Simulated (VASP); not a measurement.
A run of VASP 6.6.1 is set up as follows.

Contents of POSCAR:

```
AlN
1.0
    3.1830969030      0.0000000000      0.0000000000
   -1.5915484515      2.7566427807      0.0000000000
    0.0000000000      0.0000000000      4.8355270271
Al N
2 2
Direct
    0.3333333333      0.6666666667      0.4992049920
    0.6666666667      0.3333333333      0.9992049920
    0.3333333333      0.6666666667      0.8807950080
    0.6666666667      0.3333333333      0.3807950080
```

The input INCAR.step1:

```
PREC     = Accurate       # precision mode
ENCUT    = 520            # plane-wave cutoff, eV
ISMEAR   = 0              # smearing method
SIGMA    = 0.02           # smearing width, eV
LREAL    = F              # projectors in reciprocal space
LASPH    = T              # aspherical terms in the spheres
NELM     = 60             # most SCF steps
NBANDS   = 16             # bands
GGA      = PE             # functional
ALGO     = Normal         # electronic algorithm
EDIFF    = 1E-4           # SCF threshold, eV
LWAVE    = T              # write WAVECAR
LCHARG   = F              # write CHGCAR
```

The input INCAR.step2:

```
PREC     = Accurate       # precision mode
ENCUT    = 520            # plane-wave cutoff, eV
EDIFF    = 1E-7           # SCF threshold, eV
ISMEAR   = 0              # smearing method
SIGMA    = 0.02           # smearing width, eV
LREAL    = F              # projectors in reciprocal space
LASPH    = T              # aspherical terms in the spheres
NELM     = 60             # most SCF steps
ALGO     = Normal         # electronic algorithm
ISIF     = 2              # what is computed and relaxed
LWAVE    = F              # write WAVECAR
LCHARG   = F              # write CHGCAR
METAGGA  = R2SCAN         # meta-GGA
LMIXTAU  = T            
NBANDS   = 16             # bands
ISTART   = 1
```

KPOINTS

```
regular mesh
0
Gamma
  9 9 6
```

Potentials or basis: VASP PAW PBE potentials, release 64 (Al, N).

Run with:

```sh
$ cat potpaw_PBE.64/Al/POTCAR potpaw_PBE.64/N/POTCAR > POTCAR
$ cp INCAR.step1 INCAR
$ mpirun -np 1 vasp_std > vasp.out
$ cp INCAR.step2 INCAR
$ mpirun -np 1 vasp_std > vasp.out
```

Q: What does it give for the band gap on the k mesh?

A: 4.59 eV, direct.

Q: What does it give for the pressure?

A: -4.1 GPa.

Forces on the atoms (eV/Å):
```
Al   0.000  0.000 -0.715
Al   0.000  0.000 -0.715
N    0.000  0.000  0.715
N    0.000  0.000  0.715
```

Caveat: the PAW data sets were made with another functional, which shifts forces and pressure a little. r2SCAN opens gaps a little over a GGA but as a rule still falls short of measured ones.
